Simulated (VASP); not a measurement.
Input of a VASP 6.6.1 run:

The input INCAR:

```
PREC = Accurate
ENCUT = 520
EDIFF = 1E-6
ISMEAR = 0
SIGMA = 0.15
LREAL = False
LASPH = True
NELM = 150
ALGO = Normal
ISIF = 2
LWAVE = False
LCHARG = True
ISPIN = 2
MAGMOM = 0.75
LORBIT = 11
NUPDOWN = 0.75
LMAXMIX = 4
LELF = True
LVHAR = True
NBANDS = 15
```

Contents of KPOINTS:

```
regular mesh
0
Gamma
  24 24 24
```

Contents of POSCAR:

```
Ni
1.0
    0.0000000000      1.6024052366      1.6024052366
    1.6024052366      0.0000000000      1.6024052366
    1.6024052366      1.6024052366      0.0000000000
Ni
1
Direct
    0.0000000000      0.0000000000      0.0000000000
```

Potentials or basis: VASP PAW LDA potentials, release 64 (Ni).

Command:

```bash
$ cat potpaw_LDA.64/Ni/POTCAR > POTCAR
$ mpirun -np 1 vasp_std > vasp.out
```

Problem. Predict the pressure.

Solution. 83.2 GPa.

Caveat: the total moment is fixed, so each spin has its own Fermi level.
